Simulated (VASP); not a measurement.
# WC (Amm2) in VASP: notebook

Runs on WC. Level: PBEsol. Tasks: single point.

All numbers are computed with VASP 6.6.1; they aren't measurements. Logs are shortened: lines on timing, memory, paths and dates and some standing lists are left out, and cuts for length are marked.

### Step 1. The cell of the first run

It takes space group Amm2 (No. 38, orthorhombic). Conventional cell: a = 2.828 Å, b = 2.898 Å, c = 5.020 Å, α = 90.00°, β = 90.00°, γ = 90.00°. Within 2.9 Å of W (site symmetry mm2) lie 6 C at 2.15 to 2.21 Å and 8 W at 2.83 to 2.90 Å. Within 2.9 Å of C (site symmetry mm2) lie 6 W at 2.15 to 2.21 Å and 8 C at 2.83 to 2.90 Å.

### Step 2. Single point, PBEsol (atoms displaced along a vibrational mode)

Input file INCAR:

```
SYSTEM = WC
  PREC = Accurate
  ENCUT = 520
  EDIFF = 1E-7
  ISMEAR = 0
  SIGMA = 0.15
  LREAL = .FALSE.
  LASPH = .TRUE.
  NELM = 60
  ALGO = Fast
  ISIF = 2
  LWAVE = .FALSE.
  LCHARG = .FALSE.
  GGA = PS
  NBANDS = 16
```

Input file KPOINTS:

```
regular mesh
0
G
  24 24 22
  0 0 0
```

Input file POSCAR:

```
WC
1.0
    2.8984136670      0.0000000000      0.0000000000
   -1.4492068335      2.5100998663      0.0000000000
    0.0000000000      0.0000000000      2.8276119036
W C
1 1
Direct
   -0.0006507110     -0.0013014220      0.0000000000
    0.6766264298      0.3532528595      0.5000000000
```

Potentials or basis: VASP PAW PBE potentials, release 64 (W_sv, C).

Started as:

```console
$ cat potpaw_PBE.64/W_sv/POTCAR potpaw_PBE.64/C/POTCAR > POTCAR
$ mpirun -np 1 vasp_std > vasp.out
```

OUTCAR:

```text
SYSTEM = WC
   PREC = Accurate
   ENCUT = 520
   EDIFF = 1E-7
   ISMEAR = 0
   LREAL = .FALSE.
   LASPH = .TRUE.
   NELM = 60
   ISIF = 2
   GGA = PS

 ion  position               nearest neighbor table
   1  0.999  0.999  0.000-   2 2.15   2 2.15   2 2.21   2 2.21   2 2.21   2 2.21
   2  0.677  0.353  0.500-   1 2.15   1 2.15   1 2.21   1 2.21   1 2.21   1 2.21

  LATTYP: Found a hexagonal cell.
 ALAT       =     2.8984136670
 C/A-ratio  =     0.9755722366

  Lattice vectors:

 A1 = (   2.8984136670,   0.0000000000,   0.0000000000)
 A2 = (  -1.4492068335,   2.5100998663,   0.0000000000)
 A3 = (   0.0000000000,   0.0000000000,   2.8276119036)

Analysis of symmetry for initial positions (statically):
=====================================================================
 Subroutine PRICEL returns:
 Original cell was already a primitive cell.

 Routine SETGRP: Setting up the symmetry group for a
 hexagonal supercell.

 Subroutine GETGRP returns: Found  4 space group operations
 (whereof  4 operations were pure point group operations)
 out of a pool of 24 trial point group operations.

The static configuration has the point symmetry C_2v.

Analysis of symmetry for dynamics (positions and initial velocities):
=====================================================================
 Subroutine PRICEL returns:
 Original cell was already a primitive cell.

 Routine SETGRP: Setting up the symmetry group for a
 hexagonal supercell.

 Subroutine GETGRP returns: Found  4 space group operations
 (whereof  4 operations were pure point group operations)
 out of a pool of 24 trial point group operations.

The dynamic configuration has the point symmetry C_2v.

 Subroutine INISYM returns: Found  4 space group operations
 (whereof  4 operations are pure point group operations),
 and found     1 'primitive' translations

----------------------------------------------------------------------------------------

                                     Primitive cell

  volume of cell :      20.5717

  direct lattice vectors                    reciprocal lattice vectors
     2.898413667  0.000000000  0.000000000     0.345016314  0.199195262  0.000000000
    -1.449206833  2.510099866  0.000000000     0.000000000  0.398390524  0.000000000
     0.000000000  0.000000000  2.827611904     0.000000000  0.000000000  0.353655323

  length of vectors
     2.898413667  2.898413667  2.827611904     0.398390524  0.398390524  0.353655323

  position of ions in fractional coordinates (direct lattice)
     0.999349289  0.998698578  0.000000000
     0.676626430  0.353252860  0.500000000

  ion indices of the primitive-cell ions
   primitive index   ion index
                 1           1
                 2           2

----------------------------------------------------------------------------------------

 KPOINTS: regular mesh

Automatic generation of k-mesh.
 Grid dimensions read from file:
 generate k-points for:   24   24   22

 Generating k-lattice:

  Cartesian coordinates                     Fractional coordinates (reciprocal lattice)
     0.014375680  0.008299803  0.000000000     0.041666667  0.000000000  0.000000000
     0.000000000  0.016599605  0.000000000     0.000000000  0.041666667  0.000000000
     0.000000000  0.000000000  0.016075242     0.000000000  0.000000000  0.045454545

  Length of vectors
     0.016599605  0.016599605  0.016075242

  Shift w.r.t. Gamma in fractional coordinates (k-lattice)
     0.000000000  0.000000000  0.000000000

 Subroutine IBZKPT returns following result:
 ===========================================

 Found   1884 irreducible k-points:

 Following reciprocal coordinates:
            Coordinates               Weight
  0.000000  0.000000  0.000000      1.000000
  0.041667 -0.000000  0.000000      4.000000
  0.000000  0.041667  0.000000      2.000000
  0.083333  0.000000  0.000000      4.000000
  0.000000  0.083333  0.000000      2.000000
  0.125000  0.000000  0.000000      4.000000
[... 16 lines left out ...]
  0.000000  0.458333  0.000000      2.000000
  0.500000  0.000000  0.000000      2.000000
 [... further k-points ...]
   k-points           NKPTS =   1884   k-points in BZ     NKDIM =   1884   number of bands    NBANDS=     16
   number of dos      NEDOS =    301   number of ions     NIONS =      2
   total plane-waves  NPLWV =  13824
   dimension x,y,z NGX =    24 NGY =   24 NGZ =   24
   dimension x,y,z NGXF=    48 NGYF=   48 NGZF=   48
   ions per type =               1   1
   NGX,Y,Z   is equivalent  to a cutoff of  13.77, 13.77, 14.11 a.u.
   NGXF,Y,Z  is equivalent  to a cutoff of  27.53, 27.53, 28.22 a.u.
 SYSTEM =  WC
   PREC   = accura    normal or accurate (medium, high low for compatibility)
   ISTART =      0    job   : 0-new  1-cont  2-samecut
   ICHARG =      2    charge: 1-file 2-atom 10-const
   ISPIN  =      1    spin polarized calculation?
   LNONCOLLINEAR =      F non collinear calculations
   LSORBIT =      F    spin-orbit coupling
   LASPH  =      T    aspherical Exc in radial PAW
   ENCUT  =  520.0 eV  38.22 Ry    6.18 a.u.   5.39  5.39  5.26*2*pi/ulx,y,z
   NELM   =     60;   NELMIN=  2; NELMDL= -5     # of ELM steps
   EDIFF  = 0.1E-06   stopping-criterion for ELM
   LREAL  =      F    real-space projection
   EDIFFG = 0.1E-05   stopping-criterion for IOM
   NSW    =      0    number of steps for IOM
   IBRION =     -1    ionic relax: 0-MD 1-quasi-New 2-CG
   NFREE  =      0    steps in history (QN), initial steepest desc. (CG)
   ISIF   =      2    stress and relaxation
   ISYM   =      2    0-nonsym 1-usesym 2-fastsym
   POTIM  = 0.5000    time-step for ionic-motion
   TEBEG  =    0.0;   TEEND  =   0.0 temperature during run
   PSTRESS=    0.0 pullay stress
   NELECT =      18.0000    total number of electrons
   NUPDOWN=      -1.0000    fix difference up-down
   EMIN   =  10.00;   EMAX   =-10.00  energy-range for DOS
   EFERMI =   0.00;   METHOD = LEGACY
   ISMEAR =     0;   SIGMA  =   0.15  broadening in eV -4-tet -1-fermi 0-gaus
   EFERMI_NEDOS =   21; number of points for ismear=-14 and -15
   IALGO  =     68    algorithm
   IMIX   =      4    mixing-type and parameters
     AMIX     =   0.40;   BMIX     =  1.00
     AMIX_MAG =   1.60;   BMIX_MAG =  1.00
  volume/ion in A,a.u.               =      10.29        69.41
  Fermi-wavevector in a.u.,A,eV,Ry     =   1.565820  2.958971 33.358675  2.451793
  Thomas-Fermi vector in A             =   2.668240
   LORBIT       =      0    0 simple, 1 ext, 2 COOP (PROOUT), +10 PAW based schemes
   GGA     = PS    functional components
   LHFCALC =     F    Hartree Fock is set to
   AEXX    =    0.0000 exact exchange contribution
   IVDW    =     0    specifies the selected vdW correction
   LEPSILON=     F    determine dielectric tensor
   LRPA    =     F    only Hartree local field effects (RPA)
 non-spin polarized calculation
 RMM-DIIS sequential band-by-band and
 Gauss-broadening in eV      SIGMA  =   0.15
  energy-cutoff  :      520.00
  volume of cell :       20.57
 maximum number of plane-waves:       580
 NGX is ok and might be reduce to    24
   NGX = 11   NGY = 11   NGZ = 11

 number of electron      18.0000000 magnetization

 Free energy of the ion-electron system (eV)
  ---------------------------------------------------
  ext. energy  EPLUGINS =         0.00000000
  ---------------------------------------------------
  free energy    TOTEN  =       -23.87779893 eV

  energy without entropy =      -23.87446661  energy(sigma->0) =      -23.87613277

 E-fermi :  11.0651     XC(G=0): -13.9755

 val. band max:       11.0510024898   @ k =  -0.2500  -0.4583   0.0000
 cond. band min:      11.0690481904   @ k =   0.4583   0.0833   0.4091
 fundamental gap:      0.0180457005
 Fermi energy:        11.0650869702

 k-point     1 :       0.0000    0.0000    0.0000
  band No.  band energies     occupation
      1     -62.8575      2.00000
      2     -26.8465      2.00000
      3     -26.7404      2.00000
      4     -26.7367      2.00000
      5      -3.4387      2.00000
      6       6.6565      2.00000
[... 8 lines left out ...]
     15      25.4411      0.00000
     16      27.4800      0.00000

 k-point     2 :       0.0417   -0.0000    0.0000
  band No.  band energies     occupation
      1     -62.8565      2.00000
      2     -26.8445      2.00000
      3     -26.7549      2.00000
      4     -26.7409      2.00000
      5      -3.3923      2.00000
      6       6.6777      2.00000
[... 8 lines left out ...]
     15      25.2951      0.00000
     16      27.6800      0.00000

 k-point     3 :       0.0000    0.0417    0.0000
  band No.  band energies     occupation
      1     -62.8565      2.00000
      2     -26.8445      2.00000
      3     -26.7521      2.00000
      4     -26.7438      2.00000
      5      -3.3910      2.00000
      6       6.6715      2.00000
[... 8 lines left out ...]
     15      25.3703      0.00000
     16      27.5846      0.00000

 k-point     4 :       0.0833    0.0000    0.0000
  band No.  band energies     occupation
      1     -62.8535      2.00000
      2     -26.8388      2.00000
      3     -26.7992      2.00000
      4     -26.7511      2.00000
      5      -3.2551      2.00000
      6       6.7129      2.00000
[... 8 lines left out ...]
     15      25.0044      0.00000
     16      28.1088      0.00000

 k-point     5 :       0.0000    0.0833    0.0000
  band No.  band energies     occupation
      1     -62.8535      2.00000
      2     -26.8387      2.00000
      3     -26.7970      2.00000
      4     -26.7539      2.00000
      5      -3.2497      2.00000
      6       6.6862      2.00000
[... 8 lines left out ...]
     15      25.2165      0.00000
     16      27.8909      0.00000

 k-point     6 :       0.1250    0.0000    0.0000
  band No.  band energies     occupation
      1     -62.8486      2.00000
      2     -26.8692      2.00000
      3     -26.8298      2.00000
      4     -26.7670      2.00000
      5      -3.0333      2.00000
      6       6.6296      2.00000
[... 8 lines left out ...]
     15      24.7457      0.00000
     16      28.6144      0.00000

 k-point     7 :       0.0000    0.1250    0.0000
  band No.  band energies     occupation
      1     -62.8486      2.00000
      2     -26.8677      2.00000
      3     -26.8294      2.00000
      4     -26.7700      2.00000
      5      -3.0209      2.00000
      6       6.5875      2.00000
[... 8 lines left out ...]
     15      25.0787      0.00000
     16      28.3781      0.00000

 k-point     8 :       0.1667    0.0000    0.0000
  band No.  band energies     occupation
      1     -62.8423      2.00000
      2     -26.9595      2.00000
      3     -26.8179      2.00000
      4     -26.7878      2.00000
      5      -2.7371      2.00000
      6       6.3236      2.00000
[... 8 lines left out ...]
     15      24.6070      0.00000
     16      29.1671      0.00000

 k-point     9 :       0.0000    0.1667    0.0000
  band No.  band energies     occupation
      1     -62.8423      2.00000
      2     -26.9588      2.00000
      3     -26.8173      2.00000
      4     -26.7908      2.00000
      5      -2.7145      2.00000
      6       6.2910      2.00000
[... 8 lines left out ...]
     15      25.0332      0.00000
     16      29.0165      0.00000
[... 172 lines left out ...]
 k-point    19 :       0.0000    0.3750    0.0000
  band No.  band energies     occupation
      1     -62.8053      2.00000
      2     -27.4673      2.00000
      3     -26.9104      2.00000
      4     -26.7460      2.00000
      5      -0.5898      2.00000
      6       4.3158      2.00000
[... 8 lines left out ...]
     15      25.6948      0.00000
     16      28.0552      0.00000

 k-point    20 :       0.4167    0.0000    0.0000
  band No.  band energies     occupation
      1     -62.8006      2.00000
      2     -27.5274      2.00000
      3     -26.9222      2.00000
      4     -26.7390      2.00000
      5      -0.4069      2.00000
      6       4.2494      2.00000
[... 8 lines left out ...]
     15      24.7499      0.00000
     16      28.4296      0.00000

 k-point    21 :       0.0000    0.4167    0.0000
  band No.  band energies     occupation
      1     -62.8004      2.00000
      2     -27.5316      2.00000
      3     -26.9260      2.00000
      4     -26.7365      2.00000
      5      -0.2235      2.00000
      6       4.0456      2.00000
[... 8 lines left out ...]
     15      24.7989      0.00000
     16      28.7203      0.00000

 k-point    22 :       0.4583    0.0000    0.0000
  band No.  band energies     occupation
      1     -62.7976      2.00000
      2     -27.5673      2.00000
      3     -26.9319      2.00000
      4     -26.7332      2.00000
      5      -0.1868      2.00000
      6       4.1086      2.00000
[... 8 lines left out ...]
     15      24.1375      0.00000
     16      28.8909      0.00000

 k-point    23 :       0.0000    0.4583    0.0000
  band No.  band energies     occupation
      1     -62.7973      2.00000
      2     -27.5718      2.00000
      3     -26.9357      2.00000
      4     -26.7305      2.00000
      5       0.0297      2.00000
      6       3.8638      2.00000
[... 8 lines left out ...]
     15      24.1762      0.00000
     16      29.2394      0.00000

 k-point    24 :       0.5000    0.0000    0.0000
  band No.  band energies     occupation
      1     -62.7965      2.00000
      2     -27.5808      2.00000
      3     -26.9352      2.00000
      4     -26.7312      2.00000
      5      -0.1086      2.00000
      6       4.0600      2.00000
[... 8 lines left out ...]
     15      23.9180      0.00000
     16      29.0547      0.00000

 [... further k-points ...]

------------------------ aborting loop because EDIFF is reached ----------------------------------------

  FORCE on cell =-STRESS in cart. coord.  units (eV):
  Direction    XX          YY          ZZ          XY          YZ          ZX
  --------------------------------------------------------------------------------------
  -------------------------------------------------------------------------------------
  Total       -0.0968633      0.5215395      0.2771121      0.0000000      0.0000000      0.0000000
  in kB       -7.5439512     40.6187536     21.5821612      0.0000000      0.0000000      0.0000000
  external PRESSURE =      18.2189879 kB  Pullay stress =       0.0000000 kB

 VOLUME and BASIS-vectors are now :
 -----------------------------------------------------------------------------
  energy-cutoff  :      520.00
  volume of cell :       20.57
      direct lattice vectors                 reciprocal lattice vectors
     2.898413667  0.000000000  0.000000000     0.345016314  0.199195262  0.000000000
    -1.449206833  2.510099866  0.000000000     0.000000000  0.398390524  0.000000000
     0.000000000  0.000000000  2.827611904     0.000000000  0.000000000  0.353655323

 POSITION                                       TOTAL-FORCE (eV/Angst)
 -----------------------------------------------------------------------------------
      1.44921      2.50683      0.00000        -0.000000      0.889278      0.000000
      1.44921      0.88670      1.41381         0.000000     -0.889278      0.000000
 -----------------------------------------------------------------------------------
    total drift:                                0.000000      0.000015      0.000000

  FREE ENERGIE OF THE ION-ELECTRON SYSTEM (eV)
  ---------------------------------------------------
  free  energy   TOTEN  =       -23.8777989266 eV

  energy  without entropy=      -23.8744666063  energy(sigma->0) =      -23.87613277
```

It took 15 min on 1 thread of Oxide Virtual Turin-like, shared host; peak memory 0.64 GiB.

What came out:

```
Free energy            : -23.8778 eV
Pressure               : 1.8 GPa
Largest force          : 0.889 eV/Å
Band gap on the k mesh : zero (bands 9 and 10 overlap by 1.29 eV)
```

Forces in eV/Å, atoms in the order of the input:
```
W    0.000  0.889  0.000
C    0.000 -0.889  0.000
```

Caveat: the cell differs from its parent crystal (atoms displaced along a vibrational mode); the PAW data sets were made with another functional, which shifts forces and pressure a little; spin-orbit coupling is left out, which moves the levels of the heavy elements.

(Part 1 of 2 ends here.)
